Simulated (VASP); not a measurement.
Write the native input for VASP 6.6.1 that does the following.

- Task: density of states
- Functional: PBEsol
- Potentials or basis: VASP PAW PBE potentials, release 64 (Cr_pv)
- Cutoff: 520 eV
- k mesh: 11 × 11 × 6
- Occupations: fermi-dirac, width 0.05 eV
- Spin: collinear spin, ferromagnetic start
- Starting moments: [3.0, 3.0] μB
- Dipole correction: no
- k mesh for the DOS: 17 × 17 × 9
- Occupations for the DOS: tetrahedron
- Further INCAR settings: ALGO = Normal; EDIFF = 1e-06

Crystal: Cr.

```
CELL_PARAMETERS angstrom
2.71400 0.00000 0.00000
-1.35700 2.35039 0.00000
0.00000 0.00000 4.41000
ATOMIC_POSITIONS crystal
Cr 0.66667 0.33333 0.75000
Cr 0.33333 0.66667 0.25000
```

The input as run:

POSCAR

```
Cr
1.0
    2.7140000000      0.0000000000      0.0000000000
   -1.3570000000      2.3503929459      0.0000000000
    0.0000000000      0.0000000000      4.4100000000
Cr
2
Direct
    0.6666666667      0.3333333333      0.7500000000
    0.3333333333      0.6666666667      0.2500000000
```

INCAR.step1

```
PREC     = Accurate       # precision mode
ENCUT    = 520            # plane-wave cutoff, eV
EDIFF    = 1E-6           # SCF threshold, eV
ISMEAR   = -1             # smearing method
SIGMA    = 0.05           # smearing width, eV
LREAL    = False          # projectors in reciprocal space
LASPH    = True           # aspherical terms in the spheres
NELM     = 150            # most SCF steps
ALGO     = Normal         # electronic algorithm
ISIF     = 2              # what is computed and relaxed
LWAVE    = False          # write WAVECAR
LCHARG   = True           # write CHGCAR
ISPIN    = 2              # spin polarisation
MAGMOM   = 3 3            # initial moments
LMAXMIX  = 4              # l up to which the mixer works
GGA      = PS             # functional
NBANDS   = 23             # bands
```

KPOINTS.step1

```
Automatic mesh
0
Gamma
  11 11 6
```

INCAR.step2

```
PREC     = Accurate       # precision mode
ENCUT    = 520            # plane-wave cutoff, eV
EDIFF    = 1E-6           # SCF threshold, eV
ISMEAR   = -5             # smearing method
SIGMA    = 0.05           # smearing width, eV
LREAL    = False          # projectors in reciprocal space
LASPH    = True           # aspherical terms in the spheres
NELM     = 150            # most SCF steps
ALGO     = Normal         # electronic algorithm
ISIF     = 2              # what is computed and relaxed
LWAVE    = False          # write WAVECAR
LCHARG   = False          # write CHGCAR
ISPIN    = 2              # spin polarisation
MAGMOM   = 3 3            # initial moments
LORBIT   = 11             # projections on sites
LMAXMIX  = 4              # l up to which the mixer works
GGA      = PS             # functional
NEDOS    = 2001           # points of the DOS
ICHARG   = 11             # starting density
```

KPOINTS.step2

```
Automatic mesh
0
Gamma
  17 17 9
```

Potentials or basis: VASP PAW PBE potentials, release 64 (Cr_pv).

Run with:

```console
$ cat potpaw_PBE.64/Cr_pv/POTCAR > POTCAR
$ cp INCAR.step1 INCAR
$ cp KPOINTS.step1 KPOINTS
$ mpirun -np 1 vasp_std > vasp.out
$ cp INCAR.step2 INCAR
$ cp KPOINTS.step2 KPOINTS
$ mpirun -np 1 vasp_std > vasp.out
```

Results of the run:

```
Net moment                                            : 1.69 μB per cell
Site moments                                          : Cr +0.80 μB
Valence electrons inside the program's atomic spheres : Cr 10.71
```

Run time: 3.7 min on 1 thread of Intel Xeon 8259CL (shared host), peak memory 0.24 GiB.
